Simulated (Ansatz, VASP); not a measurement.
## Two plane-wave programs on La

```
La
1.0
     3.59962    0.00000    0.00000
    -1.79981    3.11736    0.00000
     0.00000    0.00000   11.55244
La
4
Direct
  0.00000 0.00000 0.00000
  0.00000 0.00000 0.50000
  0.33333 0.66667 0.75000
  0.66667 0.33333 0.25000
```

Alike in both runs: task single point; functional LDA; k mesh 8 × 8 × 3; occupations fermi-dirac, width 0.1 eV; no spin polarisation.

|  | VASP | Ansatz |
| --- | --- | --- |
| version | VASP 6.6.1 | Ansatz 0.2.0 |
| potentials or method | VASP PAW LDA potentials, release 64 (La), cutoff 520 eV | plane waves (420 eV) with PAW, scalar-relativistic |
| valence electrons in the cell | 44 | 44 |

|  | VASP | Ansatz | Ansatz less VASP |
| --- | --- | --- | --- |
| pressure (GPa) | -0.2 | -0.1 | +0.09 |
| traceless stress, the component that is largest in VASP (GPa) | 0.15 | 0.16 | +0.009 |

Ansatz warns that its potentials were made for another functional, while VASP's fit it. LDA's correlation is that of Perdew and Zunger in VASP and of Perdew and Wang (1992) in Ansatz.

Spin-orbit coupling is off throughout.
